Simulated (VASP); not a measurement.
# Se (Fd-3m) in VASP: single point with PBEsol

Aim: the single point of Se with PBEsol.

Program: VASP 6.6.1. These are calculated values, not measurements. Logs are shortened: lines on timing, memory, paths and dates and some standing lists are left out, and cuts for length are marked.

## Step 1: The cell of the first run

It takes space group Fd-3m (No. 227, cubic). Conventional cell: a = 6.224 Å, b = 6.224 Å, c = 6.224 Å, α = 90.00°, β = 90.00°, γ = 90.00°. Se (site symmetry -43m) has 4 Se at 2.69 Å within 3.6 Å.

This isn't the form of Se at room conditions, which is trigonal, of chains.

## Step 2: Single point, PBEsol

Contents of INCAR:

```
ALGO = Normal
EDIFF = 1E-6
ENCUT = 520
GGA = PS
ISIF = 2
ISMEAR = 0
LASPH = True
LCHARG = False
LREAL = False
LWAVE = False
NBANDS = 13
NELM = 60
PREC = Accurate
SIGMA = 0.1
```

Contents of KPOINTS:

```
k-points
0
Gamma
  12 12 12
```

Contents of POSCAR:

```
Se
1.0
    0.0000000000      3.1118728895      3.1118728895
    3.1118728895      0.0000000000      3.1118728895
    3.1118728895      3.1118728895      0.0000000000
Se
2
Direct
    0.5000000000      0.5000000000      0.5000000000
    0.7500000000      0.7500000000      0.7500000000
```

Potentials or basis: VASP PAW PBE potentials, release 64 (Se).

The run is started by

```
> cat potpaw_PBE.64/Se/POTCAR > POTCAR
> mpirun -np 1 vasp_std > vasp.out
```

OUTCAR:

```text
EDIFF = 1E-6
   ENCUT = 520
   GGA = PS
   ISIF = 2
   ISMEAR = 0
   LASPH = True
   LREAL = False
   NELM = 60
   PREC = Accurate

 ion  position               nearest neighbor table
   1  0.500  0.500  0.500-   2 2.69   2 2.69   2 2.69   2 2.69
   2  0.750  0.750  0.750-   1 2.69   1 2.69   1 2.69   1 2.69

  LATTYP: Found a face centered cubic cell.
 ALAT       =     6.2237457790

  Lattice vectors:

 A1 = (   0.0000000000,   3.1118728895,   3.1118728895)
 A2 = (   3.1118728895,   0.0000000000,   3.1118728895)
 A3 = (   3.1118728895,   3.1118728895,   0.0000000000)

Analysis of symmetry for initial positions (statically):
=====================================================================
 Subroutine PRICEL returns:
 Original cell was already a primitive cell.

 Routine SETGRP: Setting up the symmetry group for a
 face centered cubic supercell.

 Subroutine GETGRP returns: Found 48 space group operations
 (whereof 24 operations were pure point group operations)
 out of a pool of 48 trial point group operations.

The static configuration has the point symmetry T_d .
 The point group associated with its full space group is O_h .

Analysis of symmetry for dynamics (positions and initial velocities):
=====================================================================
 Subroutine PRICEL returns:
 Original cell was already a primitive cell.

 Routine SETGRP: Setting up the symmetry group for a
 face centered cubic supercell.

 Subroutine GETGRP returns: Found 48 space group operations
 (whereof 24 operations were pure point group operations)
 out of a pool of 48 trial point group operations.

The dynamic configuration has the point symmetry T_d .
 The point group associated with its full space group is O_h .

 Subroutine INISYM returns: Found 48 space group operations
 (whereof 24 operations are pure point group operations),
 and found     1 'primitive' translations

----------------------------------------------------------------------------------------

                                     Primitive cell

  volume of cell :      60.2692

  direct lattice vectors                    reciprocal lattice vectors
     0.000000000  3.111872889  3.111872889    -0.160674943  0.160674943  0.160674943
     3.111872889  0.000000000  3.111872889     0.160674943 -0.160674943  0.160674943
     3.111872889  3.111872889  0.000000000     0.160674943  0.160674943 -0.160674943

  length of vectors
     4.400852845  4.400852845  4.400852845     0.278297165  0.278297165  0.278297165

  position of ions in fractional coordinates (direct lattice)
     0.500000000  0.500000000  0.500000000
     0.750000000  0.750000000  0.750000000

  ion indices of the primitive-cell ions
   primitive index   ion index
                 1           1
                 2           2

----------------------------------------------------------------------------------------

 KPOINTS: k-points

Automatic generation of k-mesh.
 Grid dimensions read from file:
 generate k-points for:   12   12   12

 Generating k-lattice:

  Cartesian coordinates                     Fractional coordinates (reciprocal lattice)
    -0.013389579  0.013389579  0.013389579     0.083333333  0.000000000  0.000000000
     0.013389579 -0.013389579  0.013389579     0.000000000  0.083333333  0.000000000
     0.013389579  0.013389579 -0.013389579     0.000000000  0.000000000  0.083333333

  Length of vectors
     0.023191430  0.023191430  0.023191430

  Shift w.r.t. Gamma in fractional coordinates (k-lattice)
     0.000000000  0.000000000  0.000000000

 Subroutine IBZKPT returns following result:
 ===========================================

 Found     72 irreducible k-points:

 Following reciprocal coordinates:
            Coordinates               Weight
  0.000000  0.000000  0.000000      1.000000
  0.083333  0.000000  0.000000      8.000000
  0.166667  0.000000  0.000000      8.000000
  0.250000  0.000000  0.000000      8.000000
  0.333333  0.000000  0.000000      8.000000
  0.416667  0.000000  0.000000      8.000000
[... 16 lines left out ...]
  0.500000  0.166667  0.000000     24.000000
 -0.416667  0.166667  0.000000     24.000000
 [... further k-points ...]
   k-points           NKPTS =     72   k-points in BZ     NKDIM =     72   number of bands    NBANDS=     13
   number of dos      NEDOS =    301   number of ions     NIONS =      2
   total plane-waves  NPLWV =  46656
   dimension x,y,z NGX =    36 NGY =   36 NGZ =   36
   dimension x,y,z NGXF=    72 NGYF=   72 NGZF=   72
   ions per type =               2
   NGX,Y,Z   is equivalent  to a cutoff of  13.60, 13.60, 13.60 a.u.
   NGXF,Y,Z  is equivalent  to a cutoff of  27.20, 27.20, 27.20 a.u.
 SYSTEM =  unknown system
   PREC   = accura    normal or accurate (medium, high low for compatibility)
   ISTART =      0    job   : 0-new  1-cont  2-samecut
   ICHARG =      2    charge: 1-file 2-atom 10-const
   ISPIN  =      1    spin polarized calculation?
   LNONCOLLINEAR =      F non collinear calculations
   LSORBIT =      F    spin-orbit coupling
   LASPH  =      T    aspherical Exc in radial PAW
   ENCUT  =  520.0 eV  38.22 Ry    6.18 a.u.   8.18  8.18  8.18*2*pi/ulx,y,z
   NELM   =     60;   NELMIN=  2; NELMDL= -5     # of ELM steps
   EDIFF  = 0.1E-05   stopping-criterion for ELM
   LREAL  =      F    real-space projection
   EDIFFG = 0.1E-04   stopping-criterion for IOM
   NSW    =      0    number of steps for IOM
   IBRION =     -1    ionic relax: 0-MD 1-quasi-New 2-CG
   NFREE  =      0    steps in history (QN), initial steepest desc. (CG)
   ISIF   =      2    stress and relaxation
   ISYM   =      2    0-nonsym 1-usesym 2-fastsym
   POTIM  = 0.5000    time-step for ionic-motion
   TEBEG  =    0.0;   TEEND  =   0.0 temperature during run
   PSTRESS=    0.0 pullay stress
   NELECT =      12.0000    total number of electrons
   NUPDOWN=      -1.0000    fix difference up-down
   EMIN   =  10.00;   EMAX   =-10.00  energy-range for DOS
   EFERMI =   0.00;   METHOD = LEGACY
   ISMEAR =     0;   SIGMA  =   0.10  broadening in eV -4-tet -1-fermi 0-gaus
   EFERMI_NEDOS =   21; number of points for ismear=-14 and -15
   IALGO  =     38    algorithm
   IMIX   =      4    mixing-type and parameters
     AMIX     =   0.40;   BMIX     =  1.00
     AMIX_MAG =   1.60;   BMIX_MAG =  1.00
  volume/ion in A,a.u.               =      30.13       203.36
  Fermi-wavevector in a.u.,A,eV,Ry     =   0.955953  1.806490 12.433643  0.913847
  Thomas-Fermi vector in A             =   2.084838
   LORBIT       =      0    0 simple, 1 ext, 2 COOP (PROOUT), +10 PAW based schemes
   GGA     = PS    functional components
   LHFCALC =     F    Hartree Fock is set to
   AEXX    =    0.0000 exact exchange contribution
   IVDW    =     0    specifies the selected vdW correction
   LEPSILON=     F    determine dielectric tensor
   LRPA    =     F    only Hartree local field effects (RPA)
 non-spin polarized calculation
 Gauss-broadening in eV      SIGMA  =   0.10
  energy-cutoff  :      520.00
  volume of cell :       60.27
 maximum number of plane-waves:      1640
 NGX is ok and might be reduce to    36
   NGX = 17   NGY = 17   NGZ = 17

 number of electron      12.0000001 magnetization

 Free energy of the ion-electron system (eV)
  ---------------------------------------------------
  ext. energy  EPLUGINS =         0.00000000
  ---------------------------------------------------
  free energy    TOTEN  =        -6.64057861 eV

  energy without entropy =       -6.63297144  energy(sigma->0) =       -6.63677503

 E-fermi :   2.3360     XC(G=0):  -8.5644

 val. band max:        2.3174570278   @ k =   0.4167   0.0833   0.0000
 cond. band min:       2.3754560871   @ k =   0.2500   0.0833   0.0000
 fundamental gap:      0.0579990593
 Fermi energy:         2.3360285333

 k-point     1 :       0.0000    0.0000    0.0000
  band No.  band energies     occupation
      1     -13.2482      2.00000
      2      -7.7622      2.00000
      3      -1.2276      2.00000
      4      -1.2276      2.00000
      5      -1.2276      2.00000
      6       1.5180      2.00000
      7       1.5180      2.00000
      8       1.5180      2.00000
      9       6.5273      0.00000
     10       9.9059      0.00000
     11       9.9059      0.00000
     12      11.8083      0.00000
     13      11.8083      0.00000

 k-point     2 :       0.0833    0.0000    0.0000
  band No.  band energies     occupation
      1     -13.1997      2.00000
      2      -7.8921      2.00000
      3      -1.2964      2.00000
      4      -1.2964      2.00000
      5      -1.2539      2.00000
      6       1.6071      2.00000
      7       1.6204      2.00000
      8       1.6204      2.00000
      9       6.7725      0.00000
     10       9.6744      0.00000
     11       9.6744      0.00000
     12      11.5725      0.00000
     13      12.2726      0.00000

 k-point     3 :       0.1667    0.0000    0.0000
  band No.  band energies     occupation
      1     -13.0582      2.00000
      2      -8.2438      2.00000
      3      -1.4628      2.00000
      4      -1.4628      2.00000
      5      -1.3585      2.00000
      6       1.8745      2.00000
      7       1.8745      2.00000
      8       1.9266      2.00000
      9       7.3847      0.00000
     10       9.3526      0.00000
     11       9.3526      0.00000
     12      11.1828      0.00000
     13      13.2835      0.00000

 k-point     4 :       0.2500    0.0000    0.0000
  band No.  band energies     occupation
      1     -12.8372      2.00000
      2      -8.7273      2.00000
      3      -1.6547      2.00000
      4      -1.6547      2.00000
      5      -1.5397      2.00000
      6       2.1731      1.97882
      7       2.1731      1.97882
      8       2.5023      0.01870
      9       8.0409      0.00000
     10       9.2499      0.00000
     11       9.2499      0.00000
     12      10.9757      0.00000
     13      14.1751      0.00000

 k-point     5 :       0.3333    0.0000    0.0000
  band No.  band energies     occupation
      1     -12.5676      2.00000
      2      -9.2369      2.00000
      3      -1.8190      2.00000
      4      -1.8190      2.00000
      5      -1.7320      2.00000
      6       2.4247      0.20959
      7       2.4247      0.20959
      8       3.2312      0.00000
      9       8.4307      0.00000
     10       9.4525      0.00000
     11       9.4525      0.00000
     12      10.6675      0.00000
     13      13.7614      0.00000
[... 257 lines left out ...]
 k-point    22 :       0.4167    0.1667    0.0000
  band No.  band energies     occupation
      1     -12.3001      2.00000
      2      -9.6525      2.00000
      3      -2.6581      2.00000
      4      -2.2115      2.00000
      5      -0.5396      2.00000
      6       1.7806      2.00000
      7       3.1566      0.00000
      8       3.6449      0.00000
      9       8.2745      0.00000
     10       8.8823      0.00000
     11      10.6917      0.00000
     12      11.3978      0.00000
     13      12.5874      0.00000

 k-point    23 :       0.5000    0.1667    0.0000
  band No.  band energies     occupation
      1     -12.0744      2.00000
      2      -9.9822      2.00000
      3      -2.8639      2.00000
      4      -2.2102      2.00000
      5      -0.6155      2.00000
      6       2.1912      1.95941
      7       3.1535      0.00000
      8       3.9523      0.00000
      9       8.3401      0.00000
     10       9.0232      0.00000
     11      10.4626      0.00000
     12      11.0191      0.00000
     13      12.3740      0.00000

 k-point    24 :      -0.4167    0.1667    0.0000
  band No.  band energies     occupation
      1     -12.0397      2.00000
      2     -10.0302      2.00000
      3      -2.9447      2.00000
      4      -2.1298      2.00000
      5      -0.6734      2.00000
      6       2.4381      0.14907
      7       3.0158      0.00000
      8       3.9818      0.00000
      9       8.2147      0.00000
     10       9.4523      0.00000
     11       9.7067      0.00000
     12      11.1125      0.00000
     13      13.1630      0.00000

 [... further k-points ...]

------------------------ aborting loop because EDIFF is reached ----------------------------------------

  FORCE on cell =-STRESS in cart. coord.  units (eV):
  Direction    XX          YY          ZZ          XY          YZ          ZX
  --------------------------------------------------------------------------------------
  -------------------------------------------------------------------------------------
  Total        0.0172781      0.0172781      0.0172781      0.0000000     -0.0000000      0.0000000
  in kB        0.4593153      0.4593153      0.4593153      0.0000000     -0.0000000      0.0000000
  external PRESSURE =       0.4593153 kB  Pullay stress =       0.0000000 kB

 VOLUME and BASIS-vectors are now :
 -----------------------------------------------------------------------------
  energy-cutoff  :      520.00
  volume of cell :       60.27
      direct lattice vectors                 reciprocal lattice vectors
     0.000000000  3.111872889  3.111872889    -0.160674943  0.160674943  0.160674943
     3.111872889  0.000000000  3.111872889     0.160674943 -0.160674943  0.160674943
     3.111872889  3.111872889  0.000000000     0.160674943  0.160674943 -0.160674943

 POSITION                                       TOTAL-FORCE (eV/Angst)
 -----------------------------------------------------------------------------------
      3.11187      3.11187      3.11187         0.000000      0.000000      0.000000
      4.66781      4.66781      4.66781        -0.000000     -0.000000     -0.000000
 -----------------------------------------------------------------------------------
    total drift:                                0.000000      0.000000      0.000000

  FREE ENERGIE OF THE ION-ELECTRON SYSTEM (eV)
  ---------------------------------------------------
  free  energy   TOTEN  =        -6.6405786080 eV

  energy  without entropy=       -6.6329714431  energy(sigma->0) =       -6.63677503
```

Wall time 32 s (1 thread of AMD EPYC 9R45 (Zen 5), shared host); peak memory 0.18 GiB.

Results:

```yaml
Free_energy: -6.6406 eV
Pressure: 0.0 GPa
Band_gap_on_the_k_mesh: zero (bands 6 and 7 overlap by 1.12 eV)
```

Levels at points of the mesh, in eV from the Fermi level:
| k point | band 2 | band 3 | band 4 | band 5 | band 6 | band 7 | band 8 | band 9 | band 10 | band 11 |
| --- | --- | --- | --- | --- | --- | --- | --- | --- | --- | --- |
| (0.00, 0.00, 0.00) | -10.10 | -3.56 | -3.56 | -3.56 | -0.82 | -0.82 | -0.82 | 4.19 | 7.57 | 7.57 |
| (0.50, 0.00, 0.00) | -12.16 | -4.30 | -4.30 | -4.26 | 0.30 | 0.30 | 1.86 | 6.72 | 6.76 | 7.94 |
| (0.50, 0.50, 0.00) | -13.44 | -5.11 | -5.11 | -2.03 | -2.03 | 2.32 | 2.32 | 6.14 | 6.14 | 9.76 |

Caveat: the PAW data sets were made with another functional, which shifts forces and pressure a little.
